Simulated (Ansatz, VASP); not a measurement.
TaAs: VASP beside Ansatz

Contents of INCAR:

```
PREC = Accurate ; ENCUT = 520
EDIFF = 1E-6 ; ISMEAR = -1
SIGMA = 0.05 ; LREAL = False
LASPH = True ; NELM = 150
ALGO = Normal ; ISIF = 2
LWAVE = False ; LCHARG = False
LMAXMIX = 4 ; LDAU = True
LDAUTYPE = 2 ; LDAUL = 2 -1
LDAUU = 1 0 ; LDAUJ = 0 0
LDAUPRINT = 1 ; GGA = CA
NBANDS = 24
```

File KPOINTS:

```
Automatic mesh
0
Gamma
  11 11 11
```

File POSCAR:

```
TaAs
1.0
   -1.7218133622      1.7218133622      5.8679415361
    1.7218133622     -1.7218133622      5.8679415361
    1.7218133622      1.7218133622     -5.8679415361
Ta As
2 2
Direct
    0.4999673000      0.4999673000      0.0000000000
    0.2499673000      0.7499673000      0.5000000000
    0.0826321200      0.0826321200      0.0000000000
    0.8326321200      0.3326321200      0.5000000000
```

input.yaml

```yaml
crystal:
  lattice:
    - [-1.7218133622, 1.7218133622, 5.8679415361]
    - [1.7218133622, -1.7218133622, 5.8679415361]
    - [1.7218133622, 1.7218133622, -5.8679415361]
  atoms:
    - { symbol: Ta, position: [0.4999673, 0.4999673, 0.0] }
    - { symbol: Ta, position: [0.2499673, 0.7499673, 0.5] }
    - { symbol: As, position: [0.08263212, 0.08263212, 0.0] }
    - { symbol: As, position: [0.83263212, 0.33263212, 0.5] }
hamiltonian:
  xc: lda
  pseudopotentials: { kind: paw }
  hubbard: { sites: [{ species: Ta, l: d, u_eff: 1.0 }] }
kpoints:
  mp_grid: { grid: [11, 11, 11] }
  band_path:
    path:
      - [[0.0, 0.0, 0.0], [-0.5, 0.5, 0.0], [-0.5, 0.5, -0.0430497462], [-0.2715248731, 0.2715248731, -0.2715248731], [0.0, 0.0, 0.0], [0.5, 0.5, -0.5], [0.2715248731, 0.7284751269, -0.7284751269], [0.0, 0.5, -0.5], [-0.25, 0.75, -0.25], [0.0430497462, 0.9569502538, -0.5], [0.5, 0.5, -0.5]]
      - [[-0.5, 0.5, 0.0], [-0.25, 0.75, -0.25]]
    npoints: 14
scf:
  occupations: { method: fermi_dirac, width: 0.05 }
  n_extra_bands: 10
output:
  forces: true
  stress: true
  eigenvalues: true
  fatbands: false
  write_density: true
  write_potential: true
  elf: true
  volumetric_format: npy
```

Alike in both runs: functional LDA; k mesh 11 × 11 × 11; occupations fermi-dirac, width 0.05 eV; no spin polarisation; Hubbard terms Ta d U = 1.0 eV.

```csv
,VASP,Ansatz
version,VASP 6.6.1,Ansatz 0.2.0
potentials or method,"VASP PAW LDA potentials, release 64 (Ta_pv, As)",Ansatz PAW
plane-wave cutoff (eV),520,420
valence electrons in the cell,32,56
task,single point,band structure
```

Ansatz gave:

* pressure (GPa): -7.1
* traceless stress, the component that is largest in VASP (GPa): 0.04
* rms of the force components (eV/Å): 0.009

**Question.** What did VASP give for the same quantities?

**Answer.** Pressure (GPa): -5.1; traceless stress, the component that is largest in VASP (GPa): -0.20; rms of the force components (eV/Å): 0.012.

LDA's correlation is that of Perdew and Zunger in VASP and of Perdew and Wang (1992) in Ansatz. The programs project onto different local orbitals, so the same U acts differently, and such runs can settle in different states. Atom by atom the forces differ by 0.003 eV/Å (rms over components). VASP's potentials hold 32 valence electrons a cell and Ansatz's 56, so a difference there can come from the potentials and not from the codes.

Spin-orbit coupling is off throughout.
